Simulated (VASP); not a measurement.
# Be in VASP: further runs

The runs below take Be through single point, with PBEsol.

Program: VASP 6.6.1. These are calculated values, not measurements. Logs are shortened: lines on timing, memory, paths and dates and some standing lists are left out, and cuts for length are marked.

## (1) The cell of the first run

It takes space group P6_3/mmc (No. 194, hexagonal). The conventional cell has a = 2.257 Å, b = 2.257 Å, c = 3.552 Å, α = 90.00°, β = 90.00°, γ = 120.00°. Within 2.9 Å of Be (site symmetry -6m2) lie 12 Be at 2.20 to 2.26 Å.

## (2) Single point, PBEsol

Contents of INCAR:

```
SYSTEM = Be
PREC = Accurate
ENCUT = 520
EDIFF = 1E-6
ISMEAR = 0
SIGMA = 0.1
LREAL = .FALSE.
LASPH = .TRUE.
NELM = 80
ALGO = Normal
ISIF = 2
LWAVE = .FALSE.
LCHARG = .FALSE.
GGA = PS
NBANDS = 18
```

Contents of KPOINTS:

```
Automatic mesh
0
G
  10 6 4
  0 0 0
```

Contents of POSCAR:

```
Be
1.0
    1.1287367862     -1.9550294621      0.0000000000
   -3.3862103586     -1.9550294621      0.0000000000
    0.0000000000      0.0000000000     -7.1043805321
Be
8
Direct
    0.5000000000      0.8333333333      0.6250000000
    0.5000000000      0.8333333333      0.1250000000
    1.0000000000      0.3333333333      0.6250000000
    1.0000000000      0.3333333333      0.1250000000
    1.0000000000      0.6666666667      0.8750000000
    1.0000000000      0.6666666667      0.3750000000
    0.5000000000      0.1666666667      0.8750000000
    0.5000000000      0.1666666667      0.3750000000
```

Potentials or basis: VASP PAW PBE potentials, release 64 (Be).

Run with:

```sh
$ cat potpaw_PBE.64/Be/POTCAR > POTCAR
$ mpirun -np 1 vasp_std > vasp.out
```

OUTCAR:

```text
SYSTEM = Be
   PREC = Accurate
   ENCUT = 520
   EDIFF = 1E-6
   ISMEAR = 0
   LREAL = .FALSE.
   LASPH = .TRUE.
   NELM = 80
   ISIF = 2
   GGA = PS

 ion  position               nearest neighbor table
   1  0.500  0.833  0.625-   5 2.20   6 2.20   5 2.20   6 2.20   7 2.20   8 2.20   3 2.26   3 2.26
                             3 2.26   3 2.26
   2  0.500  0.833  0.125-   5 2.20   6 2.20   5 2.20   6 2.20   7 2.20   8 2.20   4 2.26   4 2.26
                             4 2.26   4 2.26
   3  0.000  0.333  0.625-   7 2.20   8 2.20   7 2.20   8 2.20   5 2.20   6 2.20   1 2.26   1 2.26
                             1 2.26   1 2.26
   4  0.000  0.333  0.125-   7 2.20   8 2.20   7 2.20   8 2.20   5 2.20   6 2.20   2 2.26   2 2.26
                             2 2.26   2 2.26
   5  0.000  0.667  0.875-   1 2.20   2 2.20   1 2.20   2 2.20   3 2.20   4 2.20   7 2.26   7 2.26
                             7 2.26   7 2.26
   6  0.000  0.667  0.375-   1 2.20   2 2.20   1 2.20   2 2.20   3 2.20   4 2.20   8 2.26   8 2.26
                             8 2.26   8 2.26
   7  0.500  0.167  0.875-   3 2.20   4 2.20   3 2.20   4 2.20   1 2.20   2 2.20   5 2.26   5 2.26
                             5 2.26   5 2.26
   8  0.500  0.167  0.375-   3 2.20   4 2.20   3 2.20   4 2.20   1 2.20   2 2.20   6 2.26   6 2.26
                             6 2.26   6 2.26

  LATTYP: Found a simple orthorhombic cell.
 ALAT       =     2.2574735724
 B/A-ratio  =     1.7320508076
 C/A-ratio  =     3.1470492585

  Lattice vectors:

 A1 = (   1.1287367862,  -1.9550294621,   0.0000000000)
 A2 = (  -3.3862103586,  -1.9550294621,   0.0000000000)
 A3 = (   0.0000000000,   0.0000000000,  -7.1043805321)

Analysis of symmetry for initial positions (statically):
=====================================================================
 Subroutine PRICEL returns following result:

  LATTYP: Found a hexagonal cell.
 ALAT       =     2.2574735724
 C/A-ratio  =     1.5735246292

  Lattice vectors:

 A1 = (  -1.1287367862,   1.9550294621,   0.0000000000)
 A2 = (   2.2574735724,   0.0000000000,   0.0000000000)
 A3 = (   0.0000000000,   0.0000000000,  -3.5521902661)

   4 primitive cells build up your supercell.

 Routine SETGRP: Setting up the symmetry group for a
 simple orthorhombic supercell.

 Subroutine GETGRP returns: Found  8 space group operations
 (whereof  4 operations were pure point group operations)
 out of a pool of  8 trial point group operations.

The static configuration has the point symmetry C_2h.
 The point group associated with its full space group is D_2h.

Analysis of symmetry for dynamics (positions and initial velocities):
=====================================================================
 Subroutine PRICEL returns following result:

  LATTYP: Found a hexagonal cell.
 ALAT       =     2.2574735724
 C/A-ratio  =     1.5735246292

  Lattice vectors:

 A1 = (  -1.1287367862,   1.9550294621,   0.0000000000)
 A2 = (   2.2574735724,   0.0000000000,   0.0000000000)
 A3 = (   0.0000000000,   0.0000000000,  -3.5521902661)

   4 primitive cells build up your supercell.

 Routine SETGRP: Setting up the symmetry group for a
 simple orthorhombic supercell.

 Subroutine GETGRP returns: Found  8 space group operations
 (whereof  4 operations were pure point group operations)
 out of a pool of  8 trial point group operations.

The dynamic configuration has the point symmetry C_2h.
 The point group associated with its full space group is D_2h.

 Subroutine INISYM returns: Found  8 space group operations
 (whereof  4 operations are pure point group operations),
 and found     4 'primitive' translations

----------------------------------------------------------------------------------------

                                     Primitive cell

  volume of cell :      15.6773

  direct lattice vectors                    reciprocal lattice vectors
    -1.128736786  1.955029462  0.000000000     0.000000000  0.511501243  0.000000000
     2.257473572  0.000000000  0.000000000     0.442973071  0.255750622  0.000000000
     0.000000000  0.000000000 -3.552190266     0.000000000  0.000000000 -0.281516452

  length of vectors
     2.257473572  2.257473572  3.552190266     0.511501243  0.511501243  0.281516452

  position of ions in fractional coordinates (direct lattice)
     0.666666667  0.333333333  0.250000000
     0.333333333  0.666666667  0.750000000

  ion indices of the primitive-cell ions
   primitive index   ion index
                 1           1
                 2           7

----------------------------------------------------------------------------------------

 KPOINTS: Automatic mesh

Automatic generation of k-mesh.
 Grid dimensions read from file:
 generate k-points for:   10    6    4

 Generating k-lattice:

  Cartesian coordinates                     Fractional coordinates (reciprocal lattice)
     0.022148654 -0.038362593  0.000000000     0.100000000 -0.000000000  0.000000000
    -0.036914423 -0.021312552  0.000000000     0.000000000  0.166666667  0.000000000
     0.000000000  0.000000000 -0.035189556     0.000000000  0.000000000  0.250000000

  Length of vectors
     0.044297307  0.042625104  0.035189556

  Shift w.r.t. Gamma in fractional coordinates (k-lattice)
     0.000000000  0.000000000  0.000000000

 Subroutine IBZKPT returns following result:
 ===========================================

 Found     72 irreducible k-points:

 Following reciprocal coordinates:
            Coordinates               Weight
  0.000000  0.000000  0.000000      1.000000
  0.100000  0.000000  0.000000      2.000000
  0.200000  0.000000  0.000000      2.000000
  0.300000 -0.000000  0.000000      2.000000
  0.400000  0.000000  0.000000      2.000000
  0.500000 -0.000000  0.000000      1.000000
[... 16 lines left out ...]
  0.400000  0.500000  0.000000      2.000000
  0.500000  0.500000  0.000000      1.000000
 [... further k-points ...]
   k-points           NKPTS =     72   k-points in BZ     NKDIM =     72   number of bands    NBANDS=     18
   number of dos      NEDOS =    301   number of ions     NIONS =      8
   total plane-waves  NPLWV =  29160
   dimension x,y,z NGX =    18 NGY =   30 NGZ =   54
   dimension x,y,z NGXF=    36 NGYF=   60 NGZF=  108
   ions per type =               8
   NGX,Y,Z   is equivalent  to a cutoff of  13.26, 12.76, 12.64 a.u.
   NGXF,Y,Z  is equivalent  to a cutoff of  26.51, 25.51, 25.27 a.u.
 SYSTEM =  Be
   PREC   = accura    normal or accurate (medium, high low for compatibility)
   ISTART =      0    job   : 0-new  1-cont  2-samecut
   ICHARG =      2    charge: 1-file 2-atom 10-const
   ISPIN  =      1    spin polarized calculation?
   LNONCOLLINEAR =      F non collinear calculations
   LSORBIT =      F    spin-orbit coupling
   LASPH  =      T    aspherical Exc in radial PAW
   ENCUT  =  520.0 eV  38.22 Ry    6.18 a.u.   4.20  7.27 13.21*2*pi/ulx,y,z
   NELM   =     80;   NELMIN=  2; NELMDL= -5     # of ELM steps
   EDIFF  = 0.1E-05   stopping-criterion for ELM
   LREAL  =      F    real-space projection
[... 7 lines left out ...]
   TEBEG  =    0.0;   TEEND  =   0.0 temperature during run
   PSTRESS=    0.0 pullay stress
   NELECT =      16.0000    total number of electrons
   NUPDOWN=      -1.0000    fix difference up-down
   EMIN   =  10.00;   EMAX   =-10.00  energy-range for DOS
   EFERMI =   0.00;   METHOD = LEGACY
   ISMEAR =     0;   SIGMA  =   0.10  broadening in eV -4-tet -1-fermi 0-gaus
   EFERMI_NEDOS =   21; number of points for ismear=-14 and -15
   IALGO  =     38    algorithm
   IMIX   =      4    mixing-type and parameters
     AMIX     =   0.40;   BMIX     =  1.00
     AMIX_MAG =   1.60;   BMIX_MAG =  1.00
  volume/ion in A,a.u.               =       7.84        52.90
  Fermi-wavevector in a.u.,A,eV,Ry     =   1.038335  1.962168 14.668975  1.078139
  Thomas-Fermi vector in A             =   2.172814
   LORBIT       =      0    0 simple, 1 ext, 2 COOP (PROOUT), +10 PAW based schemes
   GGA     = PS    functional components
   LHFCALC =     F    Hartree Fock is set to
   AEXX    =    0.0000 exact exchange contribution
   IVDW    =     0    specifies the selected vdW correction
   LEPSILON=     F    determine dielectric tensor
   LRPA    =     F    only Hartree local field effects (RPA)
 non-spin polarized calculation
 Gauss-broadening in eV      SIGMA  =   0.10
  energy-cutoff  :      520.00
  volume of cell :       62.71
 maximum number of plane-waves:      1717
 NGX is ok and might be reduce to    18
   NGX =  9   NGY = 15   NGZ = 27

 number of electron      16.0000000 magnetization

 Free energy of the ion-electron system (eV)
  ---------------------------------------------------
  ext. energy  EPLUGINS =         0.00000000
  ---------------------------------------------------
  free energy    TOTEN  =       -31.96576832 eV

  energy without entropy =      -31.96258637  energy(sigma->0) =      -31.96417734

 E-fermi :   7.0005     XC(G=0): -10.6361

 val. band max:        6.9731471994   @ k =   0.4000   0.0000   0.5000
 cond. band min:       7.0387354692   @ k =   0.1000   0.3333   0.0000
 fundamental gap:      0.0655882698
 Fermi energy:         7.0004675640

 k-point     1 :       0.0000    0.0000    0.0000
  band No.  band energies     occupation
      1      -4.3049      2.00000
      2      -2.1385      2.00000
      3      -2.1385      2.00000
      4       2.0238      2.00000
      5       2.6012      2.00000
      6       3.4168      2.00000
[... 10 lines left out ...]
     17      17.8875      0.00000
     18      17.8875      0.00000

 k-point     2 :       0.1000    0.0000    0.0000
  band No.  band energies     occupation
      1      -4.0893      2.00000
      2      -1.9179      2.00000
      3      -1.9179      2.00000
      4       2.2951      2.00000
      5       2.8855      2.00000
      6       3.6951      2.00000
[... 10 lines left out ...]
     17      17.4279      0.00000
     18      17.9330      0.00000

 k-point     3 :       0.2000    0.0000    0.0000
  band No.  band energies     occupation
      1      -3.4413      2.00000
      2      -1.2591      2.00000
      3      -1.2591      2.00000
      4       3.0978      2.00000
      5       3.7363      2.00000
      6       4.5159      2.00000
[... 10 lines left out ...]
     17      14.8773      0.00000
     18      17.8670      0.00000

 k-point     4 :       0.3000   -0.0000    0.0000
  band No.  band energies     occupation
      1      -2.3585      2.00000
      2      -0.1729      2.00000
      3      -0.1729      2.00000
      4       4.3124      2.00000
      5       5.1456      2.00000
      6       5.7064      2.00000
[... 10 lines left out ...]
     17      14.2965      0.00000
     18      15.1184      0.00000

 k-point     5 :       0.4000    0.0000    0.0000
  band No.  band energies     occupation
      1      -0.8379      2.00000
      2       1.3164      2.00000
      3       1.3164      2.00000
      4       3.4439      2.00000
      5       5.1312      2.00000
      6       5.1312      2.00000
[... 10 lines left out ...]
     17      13.7167      0.00000
     18      13.7172      0.00000

 k-point     6 :       0.5000   -0.0000    0.0000
  band No.  band energies     occupation
      1       1.1174      2.00000
      2       1.1174      2.00000
      3       3.1502      2.00000
      4       3.1502      2.00000
      5       3.1502      2.00000
      6       3.1502      2.00000
[... 307 lines left out ...]
 k-point    21 :       0.2000    0.5000    0.0000
  band No.  band energies     occupation
      1      -1.6355      2.00000
      2      -1.6355      2.00000
      3       0.5402      2.00000
      4       0.5402      2.00000
      5       0.5402      2.00000
      6       0.5402      2.00000
[... 10 lines left out ...]
     17      16.1389      0.00000
     18      16.1389      0.00000

 k-point    22 :       0.3000    0.5000    0.0000
  band No.  band energies     occupation
      1      -0.5663      2.00000
      2      -0.5663      2.00000
      3       1.5526      2.00000
      4       1.5526      2.00000
      5       1.5526      2.00000
      6       1.5526      2.00000
[... 10 lines left out ...]
     17      15.7583      0.00000
     18      15.7583      0.00000

 k-point    23 :       0.4000    0.5000    0.0000
  band No.  band energies     occupation
      1       0.8588      2.00000
      2       0.8588      2.00000
      3       2.7425      2.00000
      4       2.7425      2.00000
      5       2.7425      2.00000
      6       2.7425      2.00000
[... 10 lines left out ...]
     17      15.5424      0.00000
     18      15.6375      0.00000

 k-point    24 :       0.5000    0.5000    0.0000
  band No.  band energies     occupation
      1       2.0238      2.00000
      2       2.0238      2.00000
      3       3.4169      2.00000
      4       3.4169      2.00000
      5       3.4169      2.00000
      6       3.4169      2.00000
[... 10 lines left out ...]
     17      13.9016      0.00000
     18      13.9016      0.00000

 [... further k-points ...]

------------------------ aborting loop because EDIFF is reached ----------------------------------------

  FORCE on cell =-STRESS in cart. coord.  units (eV):
  Direction    XX          YY          ZZ          XY          YZ          ZX
  --------------------------------------------------------------------------------------
  -------------------------------------------------------------------------------------
  Total        0.2184801      0.6411510     -0.3619602     -0.3660438      0.0000000      0.0000000
  in kB        5.5820046     16.3809363     -9.2478172     -9.3521492      0.0000000      0.0000000
  external PRESSURE =       4.2383746 kB  Pullay stress =       0.0000000 kB

 VOLUME and BASIS-vectors are now :
 -----------------------------------------------------------------------------
  energy-cutoff  :      520.00
  volume of cell :       62.71
      direct lattice vectors                 reciprocal lattice vectors
     1.128736786 -1.955029462  0.000000000     0.221486535 -0.383625932  0.000000000
    -3.386210359 -1.955029462  0.000000000    -0.221486535 -0.127875311  0.000000000
     0.000000000  0.000000000 -7.104380532     0.000000000  0.000000000 -0.140758226

 POSITION                                       TOTAL-FORCE (eV/Angst)
 -----------------------------------------------------------------------------------
     -2.25747     -2.60671     -4.44024         0.023523      0.013581      0.000000
     -2.25747     -2.60671     -0.88805         0.023523      0.013581     -0.000000
     -1.12874     -0.65168     -4.44024         0.023523      0.013581     -0.000000
     -1.12874     -0.65168     -0.88805         0.023523      0.013581     -0.000000
     -2.25747     -1.30335     -6.21633        -0.023523     -0.013581     -0.000000
     -2.25747     -1.30335     -2.66414        -0.023523     -0.013581     -0.000000
     -0.00000     -1.30335     -6.21633        -0.023523     -0.013581     -0.000000
     -0.00000     -1.30335     -2.66414        -0.023523     -0.013581     -0.000000
 -----------------------------------------------------------------------------------
    total drift:                                0.000000      0.000000     -0.000000

  FREE ENERGIE OF THE ION-ELECTRON SYSTEM (eV)
  ---------------------------------------------------
  free  energy   TOTEN  =       -31.9657683188 eV

  energy  without entropy=      -31.9625863655  energy(sigma->0) =      -31.96417734
```

Wall time 24 s (1 thread of Intel Xeon 6975P-C (Granite Rapids), shared host); peak memory 0.2 GiB.

Results:

```yaml
Free_energy: -31.9658 eV
Pressure: 0.4 GPa
Largest_force: 0.027 eV/Å
Band_gap_on_the_k_mesh: zero (bands 8 and 9 overlap by 1.22 eV)
```

Forces on the atoms (eV/Å):
```
Be   0.024  0.014  0.000
Be   0.024  0.014  0.000
Be   0.024  0.014  0.000
Be   0.024  0.014  0.000
Be  -0.024 -0.014  0.000
Be  -0.024 -0.014  0.000
Be  -0.024 -0.014  0.000
Be  -0.024 -0.014  0.000
```

Levels at points of the mesh, in eV from the Fermi level:
```
           k point  band 6  band 7  band 8  band 9  band 10  band 11
(0.00, 0.00, 0.00)   -3.58   -3.58   -3.06    1.25     1.69     1.69
(0.50, 0.00, 0.00)   -3.85    0.88    0.88    1.97     1.97     2.53
(0.00, 0.50, 0.00)   -7.32   -2.04   -2.04    1.42     1.42     8.27
(0.50, 0.50, 0.00)   -3.58   -3.06   -3.06    1.69     1.69     1.69
(0.00, 0.00, 0.50)   -4.54   -3.08   -3.08    2.58     2.58     3.12
(0.50, 0.00, 0.50)   -1.46   -1.46   -1.46    2.41     2.41     2.41
(0.00, 0.50, 0.50)   -4.63   -4.63   -4.63    4.91     4.91     4.91
(0.50, 0.50, 0.50)   -3.08   -3.08   -3.08    2.58     2.58     2.58
```

Caveat: the PAW data sets were made with another functional, which shifts forces and pressure a little.

(Part 1 of 2 ends here.)

The gap in the log of VASP goes by the Fermi energy; the results here count the filled bands.